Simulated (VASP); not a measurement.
# TiO2 (Rutile) (P4_2/mnm) in VASP: settings compared

The runs below take TiO2 (Rutile) through single point, with PBEsol, PBE.

Program: VASP 6.6.1. These are calculated values, not measurements. Logs are shortened: lines on timing, memory, paths and dates and some standing lists are left out, and cuts for length are marked.

**What was measured.**

From “Shallow Valence Band of Rutile GeO2 and P-type Doping”, 2020, arxiv:2011.08928, for a bulk crystal of TiO2 at 1.6 K: band gap 3.03 eV (direct).

The runs below are set against these values where they give the same quantity.

## 1. The cell of the first run

Symmetry: P4_2/mnm, No. 136, tetragonal system. Conventional cell: a = 4.591 Å, b = 4.591 Å, c = 2.939 Å, α = 90.00°, β = 90.00°, γ = 90.00°. Ti (site symmetry mmm) has 6 O at 1.94 to 1.98 Å within 2.6 Å. Within 2.6 Å of O (site symmetry m2m) lie 3 Ti at 1.94 to 1.98 Å and 1 O at 2.54 Å.

## 2. Single point, PBEsol

File INCAR:

```
ALGO     = Normal         # electronic algorithm
EDIFF    = 1E-6           # SCF threshold, eV
ENCUT    = 520            # plane-wave cutoff, eV
GGA      = PS             # functional
ISIF     = 2              # what is computed and relaxed
ISMEAR   = -1             # smearing method
LASPH    = True           # aspherical terms in the spheres
LCHARG   = False          # write CHGCAR
LREAL    = False          # projectors in reciprocal space
LWAVE    = False          # write WAVECAR
NBANDS   = 33             # bands
NELM     = 60             # most SCF steps
PREC     = Accurate       # precision mode
SIGMA    = 0.02           # smearing width, eV
```

File KPOINTS:

```
k-points
0
Gamma
  6 6 8
```

File POSCAR:

```
TiO2
1.0
    4.5912745090      0.0000000000      0.0000000000
    0.0000000000      4.5912745090      0.0000000000
    0.0000000000      0.0000000000      2.9389970069
Ti O
2 4
Direct
    0.0000000000      0.0000000000      0.0000000000
    0.5000000000      0.5000000000      0.5000000000
    0.3044412254      0.3044412254      0.0000000000
    0.1955587746      0.8044412254      0.5000000000
    0.6955587746      0.6955587746      0.0000000000
    0.8044412254      0.1955587746      0.5000000000
```

Potentials or basis: VASP PAW PBE potentials, release 64 (Ti_sv, O).

Run with:

```sh
> cat potpaw_PBE.64/Ti_sv/POTCAR potpaw_PBE.64/O/POTCAR > POTCAR
> mpirun -np 1 vasp_std > vasp.out
```

OUTCAR:

```text
EDIFF = 1E-6
   ENCUT = 520
   GGA = PS
   ISIF = 2
   ISMEAR = -1
   LASPH = True
   LREAL = False
   NELM = 60
   PREC = Accurate

 ion  position               nearest neighbor table
   1  0.000  0.000  0.000-   4 1.94   6 1.94   4 1.94   6 1.94   5 1.98   3 1.98
   2  0.500  0.500  0.500-   3 1.94   5 1.94   3 1.94   5 1.94   4 1.98   6 1.98
   3  0.304  0.304  0.000-   2 1.94   2 1.94   1 1.98
   4  0.196  0.804  0.500-   1 1.94   1 1.94   2 1.98
   5  0.696  0.696  0.000-   2 1.94   2 1.94   1 1.98
   6  0.804  0.196  0.500-   1 1.94   1 1.94   2 1.98

  LATTYP: Found a simple tetragonal cell.
 ALAT       =     4.5912745090
 C/A-ratio  =     0.6401266143

  Lattice vectors:

 A1 = (   4.5912745090,   0.0000000000,   0.0000000000)
 A2 = (   0.0000000000,   4.5912745090,   0.0000000000)
 A3 = (   0.0000000000,   0.0000000000,   2.9389970069)

Analysis of symmetry for initial positions (statically):
=====================================================================
 Subroutine PRICEL returns:
 Original cell was already a primitive cell.

 Routine SETGRP: Setting up the symmetry group for a
 simple tetragonal supercell.

 Subroutine GETGRP returns: Found 16 space group operations
 (whereof  8 operations were pure point group operations)
 out of a pool of 16 trial point group operations.

The static configuration has the point symmetry D_2h.
 The point group associated with its full space group is D_4h.

Analysis of symmetry for dynamics (positions and initial velocities):
=====================================================================
 Subroutine PRICEL returns:
 Original cell was already a primitive cell.

 Routine SETGRP: Setting up the symmetry group for a
 simple tetragonal supercell.

 Subroutine GETGRP returns: Found 16 space group operations
 (whereof  8 operations were pure point group operations)
 out of a pool of 16 trial point group operations.

The dynamic configuration has the point symmetry D_2h.
 The point group associated with its full space group is D_4h.

 Subroutine INISYM returns: Found 16 space group operations
 (whereof  8 operations are pure point group operations),
 and found     1 'primitive' translations

----------------------------------------------------------------------------------------

                                     Primitive cell

  volume of cell :      61.9535

  direct lattice vectors                    reciprocal lattice vectors
     4.591274509  0.000000000  0.000000000     0.217804446  0.000000000  0.000000000
     0.000000000  4.591274509  0.000000000     0.000000000  0.217804446  0.000000000
     0.000000000  0.000000000  2.938997007     0.000000000  0.000000000  0.340252133

  length of vectors
     4.591274509  4.591274509  2.938997007     0.217804446  0.217804446  0.340252133

  position of ions in fractional coordinates (direct lattice)
     0.000000000  0.000000000  0.000000000
     0.500000000  0.500000000  0.500000000
     0.304441225  0.304441225  0.000000000
     0.195558775  0.804441225  0.500000000
     0.695558775  0.695558775  0.000000000
     0.804441225  0.195558775  0.500000000

  ion indices of the primitive-cell ions
   primitive index   ion index
                 1           1
                 2           2
                 3           3
                 4           4
                 5           5
                 6           6

----------------------------------------------------------------------------------------

 KPOINTS: k-points

Automatic generation of k-mesh.
 Grid dimensions read from file:
 generate k-points for:    6    6    8

 Generating k-lattice:

  Cartesian coordinates                     Fractional coordinates (reciprocal lattice)
     0.036300741  0.000000000  0.000000000     0.166666667  0.000000000  0.000000000
     0.000000000  0.036300741  0.000000000     0.000000000  0.166666667  0.000000000
     0.000000000  0.000000000  0.042531517     0.000000000  0.000000000  0.125000000

  Length of vectors
     0.036300741  0.036300741  0.042531517

  Shift w.r.t. Gamma in fractional coordinates (k-lattice)
     0.000000000  0.000000000  0.000000000

 Subroutine IBZKPT returns following result:
 ===========================================

 Found     50 irreducible k-points:

 Following reciprocal coordinates:
            Coordinates               Weight
  0.000000  0.000000  0.000000      1.000000
  0.166667  0.000000  0.000000      4.000000
  0.333333  0.000000  0.000000      4.000000
  0.500000  0.000000  0.000000      2.000000
  0.166667  0.166667  0.000000      4.000000
  0.333333  0.166667  0.000000      8.000000
[... 16 lines left out ...]
  0.333333  0.000000  0.250000      8.000000
  0.500000  0.000000  0.250000      4.000000
 [... further k-points ...]
   k-points           NKPTS =     50   k-points in BZ     NKDIM =     50   number of bands    NBANDS=     33
   number of dos      NEDOS =    301   number of ions     NIONS =      6
   total plane-waves  NPLWV =  31104
   dimension x,y,z NGX =    36 NGY =   36 NGZ =   24
   dimension x,y,z NGXF=    72 NGYF=   72 NGZF=   48
   ions per type =               2   4
   NGX,Y,Z   is equivalent  to a cutoff of  13.04, 13.04, 13.58 a.u.
   NGXF,Y,Z  is equivalent  to a cutoff of  26.07, 26.07, 27.15 a.u.
 SYSTEM =  unknown system
   PREC   = accura    normal or accurate (medium, high low for compatibility)
   ISTART =      0    job   : 0-new  1-cont  2-samecut
   ICHARG =      2    charge: 1-file 2-atom 10-const
   ISPIN  =      1    spin polarized calculation?
   LNONCOLLINEAR =      F non collinear calculations
   LSORBIT =      F    spin-orbit coupling
   LASPH  =      T    aspherical Exc in radial PAW
   ENCUT  =  520.0 eV  38.22 Ry    6.18 a.u.   8.54  8.54  5.46*2*pi/ulx,y,z
   NELM   =     60;   NELMIN=  2; NELMDL= -5     # of ELM steps
   EDIFF  = 0.1E-05   stopping-criterion for ELM
   LREAL  =      F    real-space projection
   EDIFFG = 0.1E-04   stopping-criterion for IOM
   NSW    =      0    number of steps for IOM
   IBRION =     -1    ionic relax: 0-MD 1-quasi-New 2-CG
   NFREE  =      0    steps in history (QN), initial steepest desc. (CG)
   ISIF   =      2    stress and relaxation
   ISYM   =      2    0-nonsym 1-usesym 2-fastsym
   POTIM  = 0.5000    time-step for ionic-motion
   TEBEG  =    0.0;   TEEND  =   0.0 temperature during run
   PSTRESS=    0.0 pullay stress
   NELECT =      48.0000    total number of electrons
   NUPDOWN=      -1.0000    fix difference up-down
   EMIN   =  10.00;   EMAX   =-10.00  energy-range for DOS
   EFERMI =   0.00;   METHOD = LEGACY
   ISMEAR =    -1;   SIGMA  =   0.02  broadening in eV -4-tet -1-fermi 0-gaus
   EFERMI_NEDOS =   21; number of points for ismear=-14 and -15
   IALGO  =     38    algorithm
   IMIX   =      4    mixing-type and parameters
     AMIX     =   0.40;   BMIX     =  1.00
     AMIX_MAG =   1.60;   BMIX_MAG =  1.00
  volume/ion in A,a.u.               =      10.33        69.68
  Fermi-wavevector in a.u.,A,eV,Ry     =   1.503604  2.841399 30.760375  2.260824
  Thomas-Fermi vector in A             =   2.614692
   LORBIT       =      0    0 simple, 1 ext, 2 COOP (PROOUT), +10 PAW based schemes
   GGA     = PS    functional components
   LHFCALC =     F    Hartree Fock is set to
   AEXX    =    0.0000 exact exchange contribution
   IVDW    =     0    specifies the selected vdW correction
   LEPSILON=     F    determine dielectric tensor
   LRPA    =     F    only Hartree local field effects (RPA)
 non-spin polarized calculation
  energy-cutoff  :      520.00
  volume of cell :       61.95
 maximum number of plane-waves:      1696
 NGX is ok and might be reduce to    36
   NGX = 17   NGY = 17   NGZ = 11

 number of electron      48.0000020 magnetization

 Free energy of the ion-electron system (eV)
  ---------------------------------------------------
  ext. energy  EPLUGINS =         0.00000000
  ---------------------------------------------------
  free energy    TOTEN  =       -56.09835512 eV

  energy without entropy =      -56.09835512  energy(sigma->0) =      -56.09835512

 E-fermi :   5.2086     XC(G=0): -11.7426

 val. band max:        4.8008589676   @ k =   0.0000   0.0000   0.0000
 cond. band min:       6.6420233064   @ k =   0.0000   0.0000   0.0000
 fundamental gap:      1.8411643387
 Fermi energy:         5.2085942054

 k-point     1 :       0.0000    0.0000    0.0000
  band No.  band energies     occupation
      1     -51.8219      2.00000
      2     -51.8035      2.00000
      3     -28.2526      2.00000
      4     -28.2526      2.00000
      5     -28.0780      2.00000
      6     -28.0780      2.00000
[... 25 lines left out ...]
     32      11.5254      0.00000
     33      11.6484      0.00000

 k-point     2 :       0.1667    0.0000    0.0000
  band No.  band energies     occupation
      1     -51.8206      2.00000
      2     -51.8048      2.00000
      3     -28.2432      2.00000
      4     -28.2423      2.00000
      5     -28.0895      2.00000
      6     -28.0885      2.00000
[... 25 lines left out ...]
     32      11.4294      0.00000
     33      11.4496      0.00000

 k-point     3 :       0.3333    0.0000    0.0000
  band No.  band energies     occupation
      1     -51.8173      2.00000
      2     -51.8081      2.00000
      3     -28.2182      2.00000
      4     -28.2158      2.00000
      5     -28.1184      2.00000
      6     -28.1158      2.00000
[... 25 lines left out ...]
     32      11.2374      0.00000
     33      11.2776      0.00000

 k-point     4 :       0.5000    0.0000    0.0000
  band No.  band energies     occupation
      1     -51.8127      2.00000
      2     -51.8127      2.00000
      3     -28.1957      2.00000
      4     -28.1957      2.00000
      5     -28.1395      2.00000
      6     -28.1395      2.00000
[... 673 lines left out ...]
     32      10.6282      0.00000
     33      10.9610      0.00000

 k-point    23 :       0.3333    0.0000    0.2500
  band No.  band energies     occupation
      1     -51.7935      2.00000
      2     -51.7870      2.00000
      3     -28.2845      2.00000
      4     -28.2713      2.00000
      5     -28.1569      2.00000
      6     -28.1498      2.00000
[... 25 lines left out ...]
     32      10.1852      0.00000
     33      11.1113      0.00000

 k-point    24 :       0.5000    0.0000    0.2500
  band No.  band energies     occupation
      1     -51.7902      2.00000
      2     -51.7902      2.00000
      3     -28.2814      2.00000
      4     -28.2814      2.00000
      5     -28.1361      2.00000
      6     -28.1361      2.00000
[... 25 lines left out ...]
     32      10.0261      0.00000
     33      11.5366      0.00000

 [... further k-points ...]
[... 5 lines left out ...]
  --------------------------------------------------------------------------------------
  -------------------------------------------------------------------------------------
  Total        0.2300198      0.2300198      0.3463944      0.0000000      0.0000000      0.0000000
  in kB        5.9485366      5.9485366      8.9580986      0.0000000      0.0000000      0.0000000
  external PRESSURE =       6.9517239 kB  Pullay stress =       0.0000000 kB

 VOLUME and BASIS-vectors are now :
 -----------------------------------------------------------------------------
  energy-cutoff  :      520.00
  volume of cell :       61.95
      direct lattice vectors                 reciprocal lattice vectors
     4.591274509  0.000000000  0.000000000     0.217804446  0.000000000  0.000000000
     0.000000000  4.591274509  0.000000000     0.000000000  0.217804446  0.000000000
     0.000000000  0.000000000  2.938997007     0.000000000  0.000000000  0.340252133

 POSITION                                       TOTAL-FORCE (eV/Angst)
 -----------------------------------------------------------------------------------
      0.00000      0.00000      0.00000         0.000000     -0.000000     -0.000000
      2.29564      2.29564      1.46950         0.000000     -0.000000     -0.000000
      1.39777      1.39777      0.00000        -0.017779     -0.017779      0.000000
      0.89786      3.69341      1.46950         0.017779     -0.017779     -0.000000
      3.19350      3.19350      0.00000         0.017779      0.017779     -0.000000
      3.69341      0.89786      1.46950        -0.017779      0.017779     -0.000000
 -----------------------------------------------------------------------------------
    total drift:                                0.000000      0.000000      0.000000

  FREE ENERGIE OF THE ION-ELECTRON SYSTEM (eV)
  ---------------------------------------------------
  free  energy   TOTEN  =       -56.0983551203 eV

  energy  without entropy=      -56.0983551203  energy(sigma->0) =      -56.09835512
```

Wall time 36 s (1 thread of Intel Xeon 6975P-C (Granite Rapids), shared host); peak memory 0.21 GiB.

Results:

```
Free energy            : -56.0984 eV
Pressure               : 0.7 GPa
Largest force          : 0.025 eV/Å
Band gap on the k mesh : 1.84 eV, direct
```

Forces on the atoms (eV/Å):
```
Ti   0.000  0.000  0.000
Ti   0.000  0.000  0.000
O   -0.018 -0.018  0.000
O    0.018 -0.018  0.000
O    0.018  0.018  0.000
O   -0.018  0.018  0.000
```

Stress tensor (GPa, compression positive):
```
0.59 0.00 0.00
0.00 0.59 0.00
0.00 0.00 0.90
```

Levels at points of the mesh, in eV from the valence-band top:
```
           k point  band 20  band 21  band 22  band 23  band 24  band 25  band 26  band 27  band 28  band 29
(0.00, 0.00, 0.00)    -1.97    -0.68    -0.46    -0.46     0.00     1.84     2.12     2.42     2.51     2.51
(0.50, 0.00, 0.00)    -3.10    -1.63    -1.63    -0.76    -0.76     2.53     2.53     3.05     3.05     3.61
(0.50, 0.50, 0.00)    -2.25    -1.29    -1.29    -1.08    -1.08     1.88     1.88     2.54     2.54     3.89
(0.00, 0.00, 0.50)    -2.81    -2.43    -2.43    -1.45    -1.45     2.99     2.99     3.24     3.24     3.70
(0.50, 0.00, 0.50)    -2.41    -2.08    -2.08    -1.06    -1.06     1.88     1.88     3.26     3.26     3.95
(0.50, 0.50, 0.50)    -2.78    -1.31    -1.31    -0.68    -0.68     2.60     2.60     3.22     3.22     3.28
```

Caveat: the PAW data sets were made with another functional, which shifts forces and pressure a little.

## 3. Single point, PBE

This run uses another cell than the first one, of 10.40 Å³/atom, 1.007 times its volume.

File INCAR:

```
SYSTEM = TiO2
ALGO = Normal ; EDIFF = 1E-6
ENCUT = 520 ; GGA = PE
ISIF = 2 ; ISMEAR = -1
LASPH = .True. ; LCHARG = .True.
LELF = .True. ; LREAL = .False.
LVHAR = .True. ; LWAVE = .False.
NBANDS = 33 ; NELM = 80
PREC = Accurate ; SIGMA = 0.02
```

File KPOINTS:

```
k-points
0
Gamma
  6 6 8
  0 0 0
```

File POSCAR:

```
TiO2
1.0
    4.5968462420      0.0000000000      0.0000000000
    0.0000000000      4.5968462420      0.0000000000
    0.0000000000      0.0000000000      2.9535012919
Ti O
2 4
Direct
    0.0000000000      0.0000000000      0.0000000000
    0.5000000000      0.5000000000      0.5000000000
    0.3046429943      0.3046429943      0.0000000000
    0.1953570057      0.8046429943      0.5000000000
    0.6953570057      0.6953570057      0.0000000000
    0.8046429943      0.1953570057      0.5000000000
```

Potentials or basis: VASP PAW PBE potentials, release 64 (Ti_sv, O).

Run with:

```sh
> cat potpaw_PBE.64/Ti_sv/POTCAR potpaw_PBE.64/O/POTCAR > POTCAR
> mpirun -np 1 vasp_std > vasp.out
```

Wall time 40 s (1 thread of Intel Xeon 6975P-C (Granite Rapids), shared host); peak memory 0.22 GiB.

It converged, with:

```yaml
Free_energy: -53.6448 eV
Pressure: 5.9 GPa
Largest_force: 0.081 eV/Å
Band_gap_on_the_k_mesh: 1.86 eV, direct
```

Forces on the atoms (eV/Å):
```
Ti   0.000  0.000  0.000
Ti   0.000  0.000  0.000
O   -0.058 -0.058  0.000
O    0.058 -0.058  0.000
O    0.058  0.058  0.000
O   -0.058  0.058  0.000
```

Levels at points of the mesh, in eV from the valence-band top:
| k point | band 22 | band 23 | band 24 | band 25 | band 26 | band 27 |
| --- | --- | --- | --- | --- | --- | --- |
| (0.00, 0.00, 0.00) | -0.45 | -0.45 | 0.00 | 1.86 | 2.16 | 2.40 |
| (0.50, 0.00, 0.00) | -1.63 | -0.74 | -0.74 | 2.53 | 2.53 | 3.02 |
| (0.50, 0.50, 0.00) | -1.30 | -1.06 | -1.06 | 1.90 | 1.90 | 2.52 |
| (0.00, 0.00, 0.50) | -2.36 | -1.43 | -1.43 | 2.96 | 2.96 | 3.18 |
| (0.50, 0.00, 0.50) | -2.04 | -1.04 | -1.04 | 1.90 | 1.90 | 3.20 |
| (0.50, 0.50, 0.50) | -1.28 | -0.67 | -0.67 | 2.59 | 2.59 | 3.21 |

(Part 1 of 2 ends here.)
